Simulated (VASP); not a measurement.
# Sn5H (P-6m2) in VASP: a series of runs

Runs on Sn5H. Level: PBE. Tasks: single point, relaxation of cell and atoms.

Program: VASP 6.6.1. These are calculated values, not measurements. Logs are shortened: lines on timing, memory, paths and dates and some standing lists are left out, and cuts for length are marked.

**1. The cell of the first run**

It takes space group P-6m2 (No. 187, hexagonal). The conventional cell has a = 3.304 Å, b = 3.304 Å, c = 15.775 Å, α = 90.00°, β = 90.00°, γ = 120.00°. Within 3.4 Å of Sn (site symmetry 3m) lie 3 H at 2.44 Å and 8 Sn at 3.05 to 3.30 Å. Sn (site symmetry -6m2) has 8 Sn at 3.12 to 3.30 Å within 4.1 Å. Sn (site symmetry 3m) has 8 Sn at 3.12 to 3.30 Å within 4.1 Å. H (site symmetry -6m2) has 6 Sn at 2.44 Å and 6 H at 3.30 Å within 3.4 Å.

**2. Single point, PBE**

INCAR reads:

```
SYSTEM = Sn5H
PREC = Accurate ; ENCUT = 520
EDIFF = 1E-7 ; ISMEAR = 0
SIGMA = 0.2 ; LREAL = .FALSE.
LASPH = .TRUE. ; NELM = 60
ALGO = Normal ; ISIF = 2
LWAVE = .FALSE. ; LCHARG = .TRUE.
GGA = PE ; LELF = .TRUE.
LVHAR = .TRUE. ; NBANDS = 44
```

KPOINTS reads:

```
regular mesh
0
G
  6 6 1
  0 0 0
```

POSCAR reads:

```
Sn5H
1.0
    3.3043133491      0.0000000000      0.0000000000
   -1.6521566746      2.8616193024      0.0000000000
    0.0000000000      0.0000000000     15.7752084812
Sn H
5 1
Direct
    0.0000000000      0.0000000000      0.4031794471
    0.0000000000      0.0000000000      0.5968205529
    0.0000000000      0.0000000000      0.0000000000
    0.0000000000      0.0000000000      0.8020827669
    0.0000000000      0.0000000000      0.1979172331
    0.3333333333      0.6666666667      0.5000000000
```

Potentials or basis: VASP PAW PBE potentials, release 64 (Sn_d, H).

The run is started by

```console
$ cat potpaw_PBE.64/Sn_d/POTCAR potpaw_PBE.64/H/POTCAR > POTCAR
$ mpirun -np 1 vasp_std > vasp.out
```

OUTCAR:

```text
SYSTEM = Sn5H
   PREC = Accurate
   ENCUT = 520
   EDIFF = 1E-7
   ISMEAR = 0
   LREAL = .FALSE.
   LASPH = .TRUE.
   NELM = 60
   ISIF = 2
   GGA = PE

 ion  position               nearest neighbor table
   1  0.000  0.000  0.403-   2 3.05   5 3.24
   2  0.000  0.000  0.597-   1 3.05   4 3.24
   3  0.000  0.000  0.000-   4 3.12   5 3.12
   4  0.000  0.000  0.802-   3 3.12   2 3.24
   5  0.000  0.000  0.198-   3 3.12   1 3.24
   6  0.333  0.667  0.500-

  LATTYP: Found a hexagonal cell.
 ALAT       =     3.3043133491
 C/A-ratio  =     4.7741260633

  Lattice vectors:

 A1 = (   3.3043133491,   0.0000000000,   0.0000000000)
 A2 = (  -1.6521566746,   2.8616193024,   0.0000000000)
 A3 = (   0.0000000000,   0.0000000000,  15.7752084812)

Analysis of symmetry for initial positions (statically):
=====================================================================
 Subroutine PRICEL returns:
 Original cell was already a primitive cell.

 Routine SETGRP: Setting up the symmetry group for a
 hexagonal supercell.

 Subroutine GETGRP returns: Found 12 space group operations
 (whereof 12 operations were pure point group operations)
 out of a pool of 24 trial point group operations.

The static configuration has the point symmetry D_3h.

Analysis of symmetry for dynamics (positions and initial velocities):
=====================================================================
 Subroutine PRICEL returns:
 Original cell was already a primitive cell.

 Routine SETGRP: Setting up the symmetry group for a
 hexagonal supercell.

 Subroutine GETGRP returns: Found 12 space group operations
 (whereof 12 operations were pure point group operations)
 out of a pool of 24 trial point group operations.

The dynamic configuration has the point symmetry D_3h.

 Subroutine INISYM returns: Found 12 space group operations
 (whereof 12 operations are pure point group operations),
 and found     1 'primitive' translations

----------------------------------------------------------------------------------------

                                     Primitive cell

  volume of cell :     149.1654

  direct lattice vectors                    reciprocal lattice vectors
     3.304313349  0.000000000  0.000000000     0.302634737  0.174726247  0.000000000
    -1.652156675  2.861619302  0.000000000     0.000000000  0.349452493  0.000000000
     0.000000000  0.000000000 15.775208481     0.000000000  0.000000000  0.063390604

  length of vectors
     3.304313349  3.304313349 15.775208481     0.349452493  0.349452493  0.063390604

  position of ions in fractional coordinates (direct lattice)
     0.000000000  0.000000000  0.403179447
     0.000000000  0.000000000  0.596820553
     0.000000000  0.000000000  0.000000000
     0.000000000  0.000000000  0.802082767
     0.000000000  0.000000000  0.197917233
     0.333333333  0.666666667  0.500000000

  ion indices of the primitive-cell ions
   primitive index   ion index
                 1           1
                 2           2
                 3           3
                 4           4
                 5           5
                 6           6

----------------------------------------------------------------------------------------

 KPOINTS: regular mesh

Automatic generation of k-mesh.
 Grid dimensions read from file:
 generate k-points for:    6    6    1

 Generating k-lattice:

  Cartesian coordinates                     Fractional coordinates (reciprocal lattice)
     0.050439123  0.029121041  0.000000000     0.166666667  0.000000000  0.000000000
     0.000000000  0.058242082  0.000000000     0.000000000  0.166666667  0.000000000
     0.000000000  0.000000000  0.063390604     0.000000000  0.000000000  1.000000000

  Length of vectors
     0.058242082  0.058242082  0.063390604

  Shift w.r.t. Gamma in fractional coordinates (k-lattice)
     0.000000000  0.000000000  0.000000000

 Subroutine IBZKPT returns following result:
 ===========================================

 Found      7 irreducible k-points:

 Following reciprocal coordinates:
            Coordinates               Weight
  0.000000  0.000000  0.000000      1.000000
  0.166667  0.000000  0.000000      6.000000
  0.333333  0.000000  0.000000      6.000000
  0.500000  0.000000  0.000000      3.000000
  0.166667  0.166667  0.000000      6.000000
  0.333333  0.166667  0.000000     12.000000
  0.333333  0.333333  0.000000      2.000000
   k-points           NKPTS =      7   k-points in BZ     NKDIM =      7   number of bands    NBANDS=     44
   number of dos      NEDOS =    301   number of ions     NIONS =      6
   total plane-waves  NPLWV =  94080
   dimension x,y,z NGX =    28 NGY =   28 NGZ =  120
   dimension x,y,z NGXF=    56 NGYF=   56 NGZF=  240
   ions per type =               5   1
   NGX,Y,Z   is equivalent  to a cutoff of  14.09, 14.09, 12.65 a.u.
   NGXF,Y,Z  is equivalent  to a cutoff of  28.17, 28.17, 25.29 a.u.
 SYSTEM =  Sn5H
   PREC   = accura    normal or accurate (medium, high low for compatibility)
   ISTART =      0    job   : 0-new  1-cont  2-samecut
   ICHARG =      2    charge: 1-file 2-atom 10-const
   ISPIN  =      1    spin polarized calculation?
   LNONCOLLINEAR =      F non collinear calculations
   LSORBIT =      F    spin-orbit coupling
   LASPH  =      T    aspherical Exc in radial PAW
   ENCUT  =  520.0 eV  38.22 Ry    6.18 a.u.   6.14  6.14 29.33*2*pi/ulx,y,z
   NELM   =     60;   NELMIN=  2; NELMDL= -5     # of ELM steps
   EDIFF  = 0.1E-06   stopping-criterion for ELM
   LREAL  =      F    real-space projection
   EDIFFG = 0.1E-05   stopping-criterion for IOM
   NSW    =      0    number of steps for IOM
   IBRION =     -1    ionic relax: 0-MD 1-quasi-New 2-CG
   NFREE  =      0    steps in history (QN), initial steepest desc. (CG)
   ISIF   =      2    stress and relaxation
   ISYM   =      2    0-nonsym 1-usesym 2-fastsym
   POTIM  = 0.5000    time-step for ionic-motion
   TEBEG  =    0.0;   TEEND  =   0.0 temperature during run
   PSTRESS=    0.0 pullay stress
   NELECT =      71.0000    total number of electrons
   NUPDOWN=      -1.0000    fix difference up-down
   EMIN   =  10.00;   EMAX   =-10.00  energy-range for DOS
   EFERMI =   0.00;   METHOD = LEGACY
   ISMEAR =     0;   SIGMA  =   0.20  broadening in eV -4-tet -1-fermi 0-gaus
   EFERMI_NEDOS =   21; number of points for ismear=-14 and -15
   IALGO  =     38    algorithm
   IMIX   =      4    mixing-type and parameters
     AMIX     =   0.40;   BMIX     =  1.00
     AMIX_MAG =   1.60;   BMIX_MAG =  1.00
  volume/ion in A,a.u.               =      24.86       167.77
  Fermi-wavevector in a.u.,A,eV,Ry     =   1.278218  2.415482 22.229755  1.633841
  Thomas-Fermi vector in A             =   2.410773
   LORBIT       =      0    0 simple, 1 ext, 2 COOP (PROOUT), +10 PAW based schemes
   GGA     = PE    functional components
   LHFCALC =     F    Hartree Fock is set to
   AEXX    =    0.0000 exact exchange contribution
   IVDW    =     0    specifies the selected vdW correction
   LEPSILON=     F    determine dielectric tensor
   LRPA    =     F    only Hartree local field effects (RPA)
 non-spin polarized calculation
 Gauss-broadening in eV      SIGMA  =   0.20
  energy-cutoff  :      520.00
  volume of cell :      149.17
 maximum number of plane-waves:      4050
 NGX is ok and might be reduce to    28
   NGX = 13   NGY = 13   NGZ = 59

 number of electron      71.0000021 magnetization

 Free energy of the ion-electron system (eV)
  ---------------------------------------------------
  ext. energy  EPLUGINS =         0.00000000
  ---------------------------------------------------
  free energy    TOTEN  =       -21.29195194 eV

  energy without entropy =      -21.23050656  energy(sigma->0) =      -21.26122925

 E-fermi :   7.1235     XC(G=0):  -9.9800

 val. band max:        7.0702342699   @ k =   0.3333   0.1667   0.0000
 cond. band min:       7.2210315203   @ k =   0.1667   0.0000   0.0000
 fundamental gap:      0.1507972504
 Fermi energy:         7.1235462358

 k-point     1 :       0.0000    0.0000    0.0000
  band No.  band energies     occupation
      1     -14.5811      2.00000
      2     -14.5398      2.00000
      3     -14.5398      2.00000
      4     -14.4753      2.00000
      5     -14.4753      2.00000
      6     -14.4750      2.00000
[... 36 lines left out ...]
     43      15.3047      0.00000
     44      15.6092      0.00000

 k-point     2 :       0.1667    0.0000    0.0000
  band No.  band energies     occupation
      1     -14.5678      2.00000
      2     -14.5388      2.00000
      3     -14.4988      2.00000
      4     -14.4894      2.00000
      5     -14.4817      2.00000
      6     -14.4407      2.00000
[... 36 lines left out ...]
     43      12.7438      0.00000
     44      13.0577      0.00000

 k-point     3 :       0.3333    0.0000    0.0000
  band No.  band energies     occupation
      1     -14.5874      2.00000
      2     -14.5275      2.00000
      3     -14.5186      2.00000
      4     -14.4680      2.00000
      5     -14.4677      2.00000
      6     -14.4157      2.00000
[... 36 lines left out ...]
     43      11.4977      0.00000
     44      12.6675      0.00000

 k-point     4 :       0.5000    0.0000    0.0000
  band No.  band energies     occupation
      1     -14.6010      2.00000
      2     -14.5372      2.00000
      3     -14.5333      2.00000
      4     -14.4904      2.00000
      5     -14.4445      2.00000
      6     -14.4281      2.00000
[... 36 lines left out ...]
     43      10.9129      0.00000
     44      11.0615      0.00000

 k-point     5 :       0.1667    0.1667    0.0000
  band No.  band energies     occupation
      1     -14.5441      2.00000
      2     -14.5351      2.00000
      3     -14.4795      2.00000
      4     -14.4791      2.00000
      5     -14.4524      2.00000
      6     -14.4489      2.00000
[... 36 lines left out ...]
     43      10.9895      0.00000
     44      11.1403      0.00000

 k-point     6 :       0.3333    0.1667    0.0000
  band No.  band energies     occupation
      1     -14.5540      2.00000
      2     -14.4991      2.00000
      3     -14.4856      2.00000
      4     -14.4787      2.00000
      5     -14.4560      2.00000
      6     -14.4323      2.00000
[... 36 lines left out ...]
     43       9.8345      0.00000
     44      10.7501      0.00000

 k-point     7 :       0.3333    0.3333    0.0000
  band No.  band energies     occupation
      1     -14.4791      2.00000
      2     -14.4631      2.00000
      3     -14.4631      2.00000
      4     -14.4626      2.00000
      5     -14.4626      2.00000
      6     -14.4023      2.00000
[... 36 lines left out ...]
     43       9.1458      0.00000
     44      11.5028      0.00000

------------------------ aborting loop because EDIFF is reached ----------------------------------------

  FORCE on cell =-STRESS in cart. coord.  units (eV):
  Direction    XX          YY          ZZ          XY          YZ          ZX
  --------------------------------------------------------------------------------------
  -------------------------------------------------------------------------------------
  Total        0.0545283      0.0545283     -0.4716858     -0.0000000     -0.0000000     -0.0000000
  in kB        0.5856850      0.5856850     -5.0663506     -0.0000000     -0.0000000     -0.0000000
  external PRESSURE =      -1.2983269 kB  Pullay stress =       0.0000000 kB

 VOLUME and BASIS-vectors are now :
 -----------------------------------------------------------------------------
  energy-cutoff  :      520.00
  volume of cell :      149.17
      direct lattice vectors                 reciprocal lattice vectors
     3.304313349  0.000000000  0.000000000     0.302634737  0.174726247  0.000000000
    -1.652156675  2.861619302  0.000000000     0.000000000  0.349452493  0.000000000
     0.000000000  0.000000000 15.775208481     0.000000000  0.000000000  0.063390604

 POSITION                                       TOTAL-FORCE (eV/Angst)
 -----------------------------------------------------------------------------------
      0.00000      0.00000      6.36024         0.000000      0.000000     -0.036994
      0.00000      0.00000      9.41497        -0.000000      0.000000      0.036994
      0.00000      0.00000      0.00000        -0.000000     -0.000000     -0.000000
      0.00000      0.00000     12.65302        -0.000000     -0.000000     -0.035717
      0.00000      0.00000      3.12219        -0.000000     -0.000000      0.035717
     -0.00000      1.90775      7.88760        -0.000000     -0.000000     -0.000000
 -----------------------------------------------------------------------------------
    total drift:                               -0.000000      0.000000      0.000000

  FREE ENERGIE OF THE ION-ELECTRON SYSTEM (eV)
  ---------------------------------------------------
  free  energy   TOTEN  =       -21.2919519355 eV

  energy  without entropy=      -21.2305065558  energy(sigma->0) =      -21.26122925
```

Wall time 64 s (1 thread of Intel Xeon Platinum 8488C (Sapphire Rapids), shared host); peak memory 0.29 GiB.

What came out:

```yaml
Free_energy: -21.2920 eV
Pressure: -0.1 GPa
Largest_force: 0.037 eV/Å
Band_gap_on_the_k_mesh: zero (an odd number of electrons rules out a gap without spin polarisation)
```

Forces on the atoms (eV/Å):
```
Sn   0.000  0.000 -0.037
Sn   0.000  0.000  0.037
Sn   0.000  0.000  0.000
Sn   0.000  0.000 -0.036
Sn   0.000  0.000  0.036
H    0.000  0.000  0.000
```

Caveat: the k points lie up to 0.40 Å⁻¹ apart, too coarse for converged energies and pressures of a metal; spin-orbit coupling is left out, which moves the levels of the heavy elements.

**3. Relaxation of cell and atoms, PBE**

This run uses another cell than the first one, of 23.50 Å³/atom.

INCAR reads:

```
SYSTEM = Sn5H
  PREC = Accurate
  ENCUT = 600
  EDIFF = 1E-7
  ISMEAR = 0
  SIGMA = 0.2
  LREAL = .FALSE.
  LASPH = .TRUE.
  NELM = 60
  ALGO = Normal
  ISIF = 3
  LWAVE = .FALSE.
  LCHARG = .FALSE.
  GGA = PE
  IBRION = 2
  NSW = 36
  EDIFFG = -0.08
```

KPOINTS is that of step 2.

POSCAR reads:

```
Sn5H
1.0
    3.2000000000      0.0000000000      0.0000000000
   -1.6000000000      2.7712812900      0.0000000000
    0.0000000000      0.0000000000     15.9000000000
Sn H
5 1
Direct
    0.0000000000      0.0000000000      0.4000000000
    0.0000000000      0.0000000000      0.6000000000
    0.0000000000      0.0000000000      0.0000000000
    0.0000000000      0.0000000000      0.8000000000
    0.0000000000      0.0000000000      0.2000000000
    0.3333333300      0.6666666700      0.5000000000
```

Potentials or basis: VASP PAW PBE potentials, release 64 (Sn_d, H).

The run is started by

```console
$ cat potpaw_PBE.64/Sn_d/POTCAR potpaw_PBE.64/H/POTCAR > POTCAR
$ mpirun -np 1 vasp_std > vasp.out
```

Run time: 4.8 min. Hardware: 1 thread of Intel Xeon Platinum 8488C (Sapphire Rapids), shared host; peak memory 0.33 GiB.

Results (log left out):

```
Free energy                           : -21.2910 eV
Relaxed volume                        : 24.82 Å³/atom
Relaxed cell                          : a = 3.313 Å, b = 3.313 Å, c = 15.670 Å, α = 90.00°, β = 90.00°, γ = 120.00°
Space group after relaxing (to 0.1 Å) : P-6m2 (No. 187)
Energy gained by relaxing             : 20.4 meV/atom
Ionic steps                           : 5
Pressure after relaxing               : -0.1 GPa
Largest force after relaxing          : 0.069 eV/Å
Band gap on the k mesh                : zero (an odd number of electrons rules out a gap without spin polarisation)
```

Forces in eV/Å, atoms in the order of the input:
```
Sn   0.000  0.000  0.068
Sn   0.000  0.000 -0.068
Sn   0.000  0.000  0.000
Sn   0.000  0.000 -0.069
Sn   0.000  0.000  0.069
H    0.000  0.000  0.000
```

Stress tensor (GPa, compression positive):
```
-0.12  0.00  0.00
 0.00 -0.12  0.00
 0.00  0.00 -0.02
```

The path:
```csv
step,energy change (eV),largest force (eV/Å),pressure (GPa),volume (Å³)
1,0.0000,0.3086,2.80,141.00
2,-0.0921,0.2334,-0.35,149.55
3,-0.0922,0.2374,-0.45,149.89
4,-0.1123,0.1916,-0.30,149.47
5,-0.1224,0.0691,-0.09,148.95
```

Final structure:
```
CELL_PARAMETERS angstrom
3.31301 0.00000 0.00000
-1.65650 2.86915 0.00000
0.00000 0.00000 15.66968
ATOMIC_POSITIONS crystal
Sn 0.00000 0.00000 0.40193
Sn 0.00000 0.00000 0.59807
Sn 0.00000 0.00000 0.00000
Sn 0.00000 0.00000 0.80247
Sn 0.00000 0.00000 0.19753
H 0.33333 0.66667 0.50000
```

Levels at points of the mesh, in eV from the Fermi level:
| k point | band 33 | band 34 | band 35 | band 36 | band 37 | band 38 |
| --- | --- | --- | --- | --- | --- | --- |
| (0.00, 0.00, 0.00) | -0.21 | 0.51 | 4.49 | 4.65 | 6.32 | 6.32 |
| (0.50, 0.00, 0.00) | -3.74 | -2.63 | -2.51 | -0.86 | -0.56 | 0.90 |

Caveat: the k points lie up to 0.40 Å⁻¹ apart in the final cell, too coarse for converged energies and pressures of a metal; spin-orbit coupling is left out, which moves the levels of the heavy elements; the relaxation stopped at a loose force limit of 0.08 eV/Å, so its end isn't a converged minimum.
